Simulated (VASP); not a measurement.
# Mn (P6_3/mmc) in VASP: notebook, part 2 of 2

VASP 6.6.1. The steps go on from the part before.

### Step 3. Single point, r2SCAN

This run uses another cell than the first one, of 10.98 Å³/atom, 1.007 times its volume.

File POSCAR:

```
Mn
1.0
    2.4861877272      0.0000000000      0.0000000000
   -1.2430938636      2.1531017303      0.0000000000
    0.0000000000      0.0000000000      8.2072313281
Mn
4
Direct
    0.3333333333      0.6666666667      0.3671465250
    0.6666666667      0.3333333333      0.8671465250
    0.6666666667      0.3333333333      0.6328534750
    0.3333333333      0.6666666667      0.1328534750
```

File INCAR.step1:

```
PREC = Accurate
ENCUT = 520
ISMEAR = 0
SIGMA = 0.1
LREAL = F
LASPH = T
NELM = 100
NBANDS = 34
GGA = PE
ALGO = Normal
EDIFF = 1E-4
LWAVE = T
LCHARG = F
```

File INCAR.step2:

```
PREC = Accurate
ENCUT = 520
EDIFF = 1E-7
ISMEAR = 0
SIGMA = 0.1
LREAL = F
LASPH = T
NELM = 100
ALGO = Normal
ISIF = 2
LWAVE = F
LCHARG = F
METAGGA = R2SCAN
LMIXTAU = T
NBANDS = 34
ISTART = 1
```

File KPOINTS:

```
regular mesh
0
Gamma
  21 21 6
```

Potentials or basis: VASP PAW PBE potentials, release 64 (Mn_pv).

Command:

```sh
cat potpaw_PBE.64/Mn_pv/POTCAR > POTCAR
cp INCAR.step1 INCAR
mpirun -np 1 vasp_std > vasp.out
cp INCAR.step2 INCAR
mpirun -np 1 vasp_std > vasp.out
```

OUTCAR:

```text
PREC = Accurate
   ENCUT = 520
   EDIFF = 1E-7
   ISMEAR = 0
   LREAL = F
   LASPH = T
   NELM = 100
   ISIF = 2
   METAGGA = R2SCAN
   ISTART = 1

 ion  position               nearest neighbor table
   1  0.333  0.667  0.367-   4 1.92   3 2.61   3 2.61   3 2.61   4 3.14   4 3.14   4 3.14   4 3.14
                             4 3.14   4 3.14
   2  0.667  0.333  0.867-   3 1.92   4 2.61   4 2.61   4 2.61   3 3.14   3 3.14   3 3.14   3 3.14
                             3 3.14   3 3.14
   3  0.667  0.333  0.633-   2 1.92   1 2.61   1 2.61   1 2.61   2 3.14   2 3.14   2 3.14   2 3.14
                             2 3.14   2 3.14
   4  0.333  0.667  0.133-   1 1.92   2 2.61   2 2.61   2 2.61   1 3.14   1 3.14   1 3.14   1 3.14
                             1 3.14   1 3.14

  LATTYP: Found a hexagonal cell.
 ALAT       =     2.4861877272
 C/A-ratio  =     3.3011309799

  Lattice vectors:

 A1 = (   2.4861877272,   0.0000000000,   0.0000000000)
 A2 = (  -1.2430938636,   2.1531017303,   0.0000000000)
 A3 = (   0.0000000000,   0.0000000000,   8.2072313281)

Analysis of symmetry for initial positions (statically):
=====================================================================
 Subroutine PRICEL returns:
 Original cell was already a primitive cell.

 Routine SETGRP: Setting up the symmetry group for a
 hexagonal supercell.

 Subroutine GETGRP returns: Found 24 space group operations
 (whereof 12 operations were pure point group operations)
 out of a pool of 24 trial point group operations.

The static configuration has the point symmetry D_3d.
 The point group associated with its full space group is D_6h.

Analysis of symmetry for dynamics (positions and initial velocities):
=====================================================================
 Subroutine PRICEL returns:
 Original cell was already a primitive cell.

 Routine SETGRP: Setting up the symmetry group for a
 hexagonal supercell.
[... 127 lines left out ...]
   IALGO  =     38    algorithm
   IMIX   =      4    mixing-type and parameters
     AMIX     =   0.40;   BMIX     =  1.00
     AMIX_MAG =   1.60;   BMIX_MAG =  1.00
  volume/ion in A,a.u.               =      10.98        74.12
  Fermi-wavevector in a.u.,A,eV,Ry     =   1.731720  3.272475 40.801868  2.998853
  Thomas-Fermi vector in A             =   2.806032
   LORBIT       =      0    0 simple, 1 ext, 2 COOP (PROOUT), +10 PAW based schemes
   METAGGA = R2SCAN    functional components
   LHFCALC =     F    Hartree Fock is set to
   AEXX    =    0.0000 exact exchange contribution
   IVDW    =     0    specifies the selected vdW correction
   LEPSILON=     F    determine dielectric tensor
   LRPA    =     F    only Hartree local field effects (RPA)
 non-spin polarized calculation
 Gauss-broadening in eV      SIGMA  =   0.10
  energy-cutoff  :      520.00
  volume of cell :       43.93
 maximum number of plane-waves:      1203
   NGX =  9   NGY =  9   NGZ = 31

 number of electron      51.9999970 magnetization

 Free energy of the ion-electron system (eV)
  ---------------------------------------------------
  ext. energy  EPLUGINS =         0.00000000
  ---------------------------------------------------
  free energy    TOTEN  =       -55.60547837 eV

  energy without entropy =      -55.58067900  energy(sigma->0) =      -55.59307869

 E-fermi :  10.2170     XC(G=0): -15.1237

 val. band max:       10.2157249185   @ k =   0.2857   0.1905   0.3333
 cond. band min:      10.2192122025   @ k =   0.4286   0.0476   0.3333
 fundamental gap:      0.0034872840
 Fermi energy:        10.2170193293

 k-point     1 :       0.0000    0.0000    0.0000
  band No.  band energies     occupation
      1     -40.7149      2.00000
      2     -40.4793      2.00000
      3     -39.2996      2.00000
      4     -39.2994      2.00000
      5     -39.2740      2.00000
      6     -39.2738      2.00000
[... 877 lines left out ...]
     33      11.7089      0.00000
     34      12.4192      0.00000

 [... further k-points ...]

------------------------ aborting loop because EDIFF is reached ----------------------------------------

  FORCE on cell =-STRESS in cart. coord.  units (eV):
  Direction    XX          YY          ZZ          XY          YZ          ZX
  --------------------------------------------------------------------------------------
  -------------------------------------------------------------------------------------
  Total       -0.0881866     -0.0881866      2.8659304     -0.0000000     -0.0000000      0.0000000
  in kB       -3.2160148     -3.2160148    104.5155922     -0.0000000     -0.0000000      0.0000000
  external PRESSURE =      32.6945208 kB  Pullay stress =       0.0000000 kB

 VOLUME and BASIS-vectors are now :
 -----------------------------------------------------------------------------
  energy-cutoff  :      520.00
  volume of cell :       43.93
      direct lattice vectors                 reciprocal lattice vectors
     2.486187727  0.000000000  0.000000000     0.402222241  0.232223119  0.000000000
    -1.243093864  2.153101730  0.000000000     0.000000000  0.464446239  0.000000000
     0.000000000  0.000000000  8.207231328     0.000000000  0.000000000  0.121843769

 POSITION                                       TOTAL-FORCE (eV/Angst)
 -----------------------------------------------------------------------------------
     -0.00000      1.43540      3.01326        -0.000000     -0.000000      0.832497
      1.24309      0.71770      7.11687         0.000000     -0.000000      0.832497
      1.24309      0.71770      5.19397         0.000000      0.000000     -0.832497
     -0.00000      1.43540      1.09036        -0.000000      0.000000     -0.832497
 -----------------------------------------------------------------------------------
    total drift:                               -0.000000      0.000000     -0.000000

  FREE ENERGIE OF THE ION-ELECTRON SYSTEM (eV)
  ---------------------------------------------------
  free  energy   TOTEN  =       -55.6054783748 eV

  energy  without entropy=      -55.5806790038  energy(sigma->0) =      -55.59307869
```

It took 19 min on 1 thread of AMD EPYC 7R13 (Zen 3), shared host; peak memory 0.28 GiB.

Results:

```yaml
Free_energy: -55.6055 eV
Pressure: 3.3 GPa
Largest_force: 0.832 eV/Å
Band_gap_on_the_k_mesh: zero (band 26 reaches 11.50 eV, above the bottom of band 27 at 9.56 eV)
```

Forces in eV/Å, atoms in the order of the input:
```
Mn   0.000  0.000  0.832
Mn   0.000  0.000  0.832
Mn   0.000  0.000 -0.832
Mn   0.000  0.000 -0.832
```

Stress tensor (GPa, compression positive):
```
-0.32  0.00  0.00
 0.00 -0.32  0.00
 0.00  0.00 10.45
```

Caveat: the PAW data sets were made with another functional, which shifts forces and pressure a little; the run has no spin polarisation, though such a crystal can be magnetic.
